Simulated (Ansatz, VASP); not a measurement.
Ru: VASP beside Ansatz

The input INCAR:

```
SYSTEM = Ru
ALGO     = Normal         ! electronic algorithm
EDIFF    = 1E-6           ! SCF threshold, eV
ENCUT    = 520            ! plane-wave cutoff, eV
ISIF     = 2              ! what is computed and relaxed
ISMEAR   = -1             ! smearing method
LASPH    = .TRUE.         ! aspherical terms in the spheres
LCHARG   = .FALSE.        ! write CHGCAR
LREAL    = .FALSE.        ! projectors in reciprocal space
LWAVE    = .FALSE.        ! write WAVECAR
NBANDS   = 21             ! bands
NELM     = 60             ! most SCF steps
PREC     = Accurate       ! precision mode
SIGMA    = 0.6            ! smearing width, eV
```

KPOINTS

```
k-points
0
G
  13 13 8
  0 0 0
```

File POSCAR:

```
Ru
1.0
    2.6775346364      0.0000000000      0.0000000000
   -1.3387673182      2.3188130146      0.0000000000
    0.0000000000      0.0000000000      4.2181251212
Ru
2
Direct
    0.3333333333      0.6666666667      0.2500000000
    0.6666666667      0.3333333333      0.7500000000
```

Input for Ansatz:

```yaml
crystal:
  lattice:
    - [2.6775346364, 0.0, 0.0]
    - [-1.3387673182, 2.3188130146, 0.0]
    - [0.0, 0.0, 4.2181251212]
  atoms:
    - { symbol: Ru, position: [0.3333333333, 0.6666666667, 0.25] }
    - { symbol: Ru, position: [0.6666666667, 0.3333333333, 0.75] }
hamiltonian:
  xc: lda
  pseudopotentials:
    kind: paw
    azcp:
      Ru: "pseudopotentials/Ru.paw.azcp"
basis:
  ecutwfc: 420
  fft_grid_basis: typed
kpoints:
  mp_grid: { grid: [13, 13, 8], shift: [0, 0, 0] }
magnetization:
  spin_polarized: false
scf:
  occupations: { method: fermi_dirac, width: 0.6 }
  lower_state_search: "off"
output:
  stress: true
  write_density: true
  write_potential: true
  elf: true
  volumetric_format: npy
```

Alike in both runs: task single point; functional LDA; k mesh 13 × 13 × 8; occupations fermi-dirac, width 0.6 eV; no spin polarisation.

|  | VASP | Ansatz |
| --- | --- | --- |
| version | VASP 6.6.1 | Ansatz 0.2.0 |
| potentials or method | VASP PAW LDA potentials, release 64 (Ru_pv), cutoff 520 eV | plane waves (420 eV) with PAW, scalar-relativistic |
| valence electrons in the cell | 28 | 32 |

VASP gave:

| Quantity | Value |
| --- | --- |
| pressure (GPa) | 12.2 |
| traceless stress, the component that is largest in VASP (GPa) | 3.01 |

Which values does Ansatz return?

Pressure (GPa): 11.2; traceless stress, the component that is largest in VASP (GPa): 2.95.

Ansatz warns that its potentials were made for another functional, while VASP's fit it. LDA's correlation is that of Perdew and Zunger in VASP and of Perdew and Wang (1992) in Ansatz. VASP's potentials hold 28 valence electrons a cell and Ansatz's 32, so a difference there can come from the potentials and not from the codes.
